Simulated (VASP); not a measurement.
# ZnS (P6_3mc) in VASP: notebook, part 2 of 2

VASP 6.6.1.

**5. Single point, LDA**

This run uses another cell than the first one, of 17.34 Å³/atom, 1.063 times its volume.

Contents of INCAR:

```
SYSTEM = ZnS
PREC = Accurate ; ENCUT = 520
EDIFF = 1E-7 ; ISMEAR = 0
SIGMA = 0.01 ; LREAL = .FALSE.
LASPH = .TRUE. ; NELM = 80
ALGO = Normal ; ISIF = 2
LWAVE = .FALSE. ; LCHARG = .TRUE.
LELF = .TRUE. ; LVHAR = .TRUE.
NBANDS = 26
```

Contents of KPOINTS:

```
regular mesh
0
G
  6 6 4
  0 0 0
```

Contents of POSCAR:

```
ZnS
1.0
    3.6491793058      0.0000000000      0.0000000000
   -1.8245896529      3.1602819818      0.0000000000
    0.0000000000      0.0000000000      6.0132997281
Zn S
2 2
Direct
    0.3333333333      0.6666666667      0.0061233888
    0.6666666667      0.3333333333      0.5061233888
    0.3333333333      0.6666666667      0.3788766112
    0.6666666667      0.3333333333      0.8788766112
```

Potentials or basis: VASP PAW LDA potentials, release 64 (Zn, S).

Command:

```
> cat potpaw_LDA.64/Zn/POTCAR potpaw_LDA.64/S/POTCAR > POTCAR
> mpirun -np 1 vasp_std > vasp.out
```

OUTCAR:

```text
SYSTEM = ZnS
   PREC = Accurate
   ENCUT = 520
   EDIFF = 1E-7
   ISMEAR = 0
   LREAL = .FALSE.
   LASPH = .TRUE.
   NELM = 80
   ISIF = 2

 ion  position               nearest neighbor table
   1  0.333  0.667  0.006-   3 2.24   4 2.24   4 2.24   4 2.24
   2  0.667  0.333  0.506-   4 2.24   3 2.24   3 2.24   3 2.24
   3  0.333  0.667  0.379-   1 2.24   2 2.24   2 2.24   2 2.24
   4  0.667  0.333  0.879-   2 2.24   1 2.24   1 2.24   1 2.24

  LATTYP: Found a hexagonal cell.
 ALAT       =     3.6491793058
 C/A-ratio  =     1.6478498929

  Lattice vectors:

 A1 = (   3.6491793058,   0.0000000000,   0.0000000000)
 A2 = (  -1.8245896529,   3.1602819818,   0.0000000000)
 A3 = (   0.0000000000,   0.0000000000,   6.0132997281)

Analysis of symmetry for initial positions (statically):
=====================================================================
 Subroutine PRICEL returns:
 Original cell was already a primitive cell.

 Routine SETGRP: Setting up the symmetry group for a
 hexagonal supercell.

 Subroutine GETGRP returns: Found 12 space group operations
 (whereof  6 operations were pure point group operations)
[... 166 lines left out ...]

 E-fermi :   3.3414     XC(G=0): -10.6368

 val. band max:        3.2750796974   @ k =   0.0000   0.0000   0.0000
 cond. band min:       5.8226182510   @ k =   0.0000   0.0000   0.0000
 fundamental gap:      2.5475385537
 Fermi energy:         3.3413677695

 k-point     1 :       0.0000    0.0000    0.0000
  band No.  band energies     occupation
      1     -10.8651      2.00000
      2      -9.6578      2.00000
      3      -3.8613      2.00000
      4      -3.8285      2.00000
      5      -3.8285      2.00000
      6      -3.7262      2.00000
[... 598 lines left out ...]
     25      12.9284      0.00000
     26      12.9284      0.00000

------------------------ aborting loop because EDIFF is reached ----------------------------------------

  FORCE on cell =-STRESS in cart. coord.  units (eV):
  Direction    XX          YY          ZZ          XY          YZ          ZX
  --------------------------------------------------------------------------------------
  -------------------------------------------------------------------------------------
  Total        3.1761903      3.1761903      3.1888517      0.0000000      0.0000000      0.0000000
  in kB       73.3809303     73.3809303     73.6734505      0.0000000      0.0000000      0.0000000
  external PRESSURE =      73.4784370 kB  Pullay stress =       0.0000000 kB

 VOLUME and BASIS-vectors are now :
 -----------------------------------------------------------------------------
  energy-cutoff  :      520.00
  volume of cell :       69.35
      direct lattice vectors                 reciprocal lattice vectors
     3.649179306  0.000000000  0.000000000     0.274034219  0.158213730  0.000000000
    -1.824589653  3.160281982  0.000000000     0.000000000  0.316427460  0.000000000
     0.000000000  0.000000000  6.013299728     0.000000000  0.000000000  0.166298047

 POSITION                                       TOTAL-FORCE (eV/Angst)
 -----------------------------------------------------------------------------------
     -0.00000      2.10685      0.03682        -0.000000      0.000000      0.000406
      1.82459      1.05343      3.04347         0.000000      0.000000      0.000406
     -0.00000      2.10685      2.27830         0.000000      0.000000     -0.000406
      1.82459      1.05343      5.28495        -0.000000     -0.000000     -0.000406
 -----------------------------------------------------------------------------------
    total drift:                               -0.000000      0.000000      0.001432

  FREE ENERGIE OF THE ION-ELECTRON SYSTEM (eV)
  ---------------------------------------------------
  free  energy   TOTEN  =       -16.2857684575 eV

  energy  without entropy=      -16.2857684575  energy(sigma->0) =      -16.28576846
```

OSZICAR:

```text
N       E                     dE             d eps       ncg     rms          rms(c)
DAV:   1     0.246783781134E+03    0.24678E+03   -0.17369E+04  1092   0.176E+03
DAV:   2     0.761211690651E+01   -0.23917E+03   -0.22784E+03  1124   0.357E+02
DAV:   3    -0.165837842975E+02   -0.24196E+02   -0.23973E+02  1300   0.114E+02
DAV:   4    -0.172047403740E+02   -0.62096E+00   -0.61924E+00  1292   0.177E+01
DAV:   5    -0.172137323679E+02   -0.89920E-02   -0.89892E-02  1302   0.220E+00    0.125E+01
DAV:   6    -0.163300570599E+02    0.88368E+00   -0.17380E+00  1460   0.414E+01    0.922E+00
DAV:   7    -0.163081639090E+02    0.21893E-01   -0.15425E+00  1148   0.789E+00    0.350E+00
DAV:   8    -0.162883040552E+02    0.19860E-01   -0.44432E-02  1204   0.129E+00    0.982E-01
DAV:   9    -0.162857007732E+02    0.26033E-02   -0.14060E-02  1338   0.983E-01    0.260E-01
DAV:  10    -0.162857528640E+02   -0.52091E-04   -0.50622E-04  1268   0.222E-01    0.145E-01
DAV:  11    -0.162857712945E+02   -0.18430E-04   -0.33392E-05  1396   0.105E-01    0.537E-02
DAV:  12    -0.162857683900E+02    0.29044E-05   -0.15446E-05  1350   0.901E-02    0.885E-03
DAV:  13    -0.162857683897E+02    0.35971E-09   -0.19380E-06  1266   0.128E-02    0.388E-03
DAV:  14    -0.162857684575E+02   -0.67803E-07   -0.26354E-07  1050   0.288E-03
   1 F= -.16285768E+02 E0= -.16285768E+02  d E =-.646659E-23
```

stdout:

```text
POSCAR found type information on POSCAR ZnS
 POSCAR found :  2 types and       4 ions
 scaLAPACK will be used
 LDA part: xc-table for (Slater(with rela. corr.)+CA(PZ))
 , standard interpolation
 POSCAR, INCAR and KPOINTS ok, starting setup
 FFT: planning ... GRIDC
 FFT: planning ... GRID_SOFT
 FFT: planning ... GRID
 WAVECAR not read
 entering main loop
```

Wall time 54 s (1 thread of Intel Xeon Platinum 8488C (Sapphire Rapids), shared host); peak memory 0.17 GiB.

What came out:

```yaml
Free_energy: -16.2858 eV
Pressure: 7.3 GPa
Band_gap_on_the_k_mesh: 2.55 eV, direct
```

**6. The runs side by side**

| cell | gap on the mesh (eV) | pressure (GPa) |
| --- | --- | --- |
| a = 3.570, b = 3.570, c = 5.910 Å, angles 90.0, 90.0, 120.0°, 4 atoms | 2.83 | 15.4 |
| a = 3.617, b = 3.617, c = 5.971 Å, angles 90.0, 90.0, 120.0°, 4 atoms | 2.66 | 10.4 |
| a = 3.649, b = 3.649, c = 6.013 Å, angles 90.0, 90.0, 120.0°, 4 atoms | 2.55 | 7.3 |

Alike in all rows: task single point; level LDA; potentials or basis VASP PAW LDA potentials, release 64 (Zn, S); no spin polarisation; k mesh 6 × 6 × 4; cutoff (eV) 520; smearing gaussian 0.01 eV.

Total energies depend on the potentials used, so only differences within one code and one set of settings carry meaning.
